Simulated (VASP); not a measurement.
The system is LiH.

```xyz
2
Lattice="0.0000 2.0368 2.0368 2.0368 0.0000 2.0368 2.0368 2.0368 0.0000" Properties=species:S:1:pos:R:3 pbc="T T T"
Li    0.0000    0.0000    0.0000
H     2.0368    2.0368    2.0368
```

* Program: VASP 6.6.1
* Task: relaxation of cell and atoms
* Functional: PBE
* Potentials or basis: VASP PAW PBE potentials, release 64 (Li_sv, H)
* Cutoff: 600 eV
* k mesh: 10 × 10 × 10
* Occupations: fermi-dirac, width 0.02 eV
* Spin: no spin polarisation

At the start: pressure -1.9 GPa; volume 8.45 Å³/atom.

Task: Where does the relaxation end?

Result: Over 3 steps the energy falls by 2.8 meV/atom and the volume is 7.98 Å³/atom (-5.6 %); space group Fm-3m (No. 225, to 0.1 Å) before and after.

The path:
| step | energy change (eV) | largest force (eV/Å) | pressure (GPa) | volume (Å³) |
| --- | --- | --- | --- | --- |
| 1 | 0.0000 | 0.0000 | -1.85 | 16.90 |
| 2 | -0.0024 | 0.0000 | -1.42 | 16.66 |
| 3 | -0.0056 | 0.0000 | 0.03 | 15.96 |

Final structure:
```
Li H
1.0
     0.00000    1.99833    1.99833
     1.99833    0.00000    1.99833
     1.99833    1.99833    0.00000
Li H
1 1
Direct
  0.00000 0.00000 0.00000
  0.50000 0.50000 0.50000
```

Caveat: the cutoff is under 1.25 times the usual one of these potentials, so pressure, stress and relaxed cells hold a basis-set (Pulay) error.
